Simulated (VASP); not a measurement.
CaO:

```
CELL_PARAMETERS angstrom
0.00000 2.40052 2.40052
2.40052 0.00000 2.40052
2.40052 2.40052 0.00000
ATOMIC_POSITIONS crystal
Ca 0.00000 0.00000 0.00000
O 0.50000 0.50000 0.50000
```

Base run:

- Program: VASP 6.6.1
- Functional: PBE
- Potentials or basis: VASP PAW PBE potentials, release 64 (Ca_sv, O)
- Cutoff: 520 eV
- k mesh: 9 × 9 × 9
- Occupations: fermi-dirac, width 0.1 eV
- Spin: no spin polarisation

Its results: band gap on the k mesh 3.69 eV, indirect (least direct gap 4.07 eV); pressure 2.6 GPa.

Task: After a change of settings the same cell gave: band gap on the k mesh 3.74 eV, indirect (least direct gap 4.12 eV); pressure 6.3 GPa. Which change was it?
A. cutoff from 520 eV to 600 eV; k mesh from 9 × 9 × 9 to 6 × 6 × 6; occupations from fermi-dirac, width 0.1 eV to tetrahedron
B. cutoff from 520 eV to 600 eV; k mesh from 9 × 9 × 9 to 6 × 6 × 6
C. cutoff from 520 eV to 600 eV; k mesh from 9 × 9 × 9 to 6 × 6 × 6; dispersion from none to D4
D. functional from PBE to RPBE; cutoff from 520 eV to 600 eV; k mesh from 9 × 9 × 9 to 6 × 6 × 6

Result: D.

Caveats: the PAW data sets were made with another functional, which shifts forces and pressure a little (some runs).
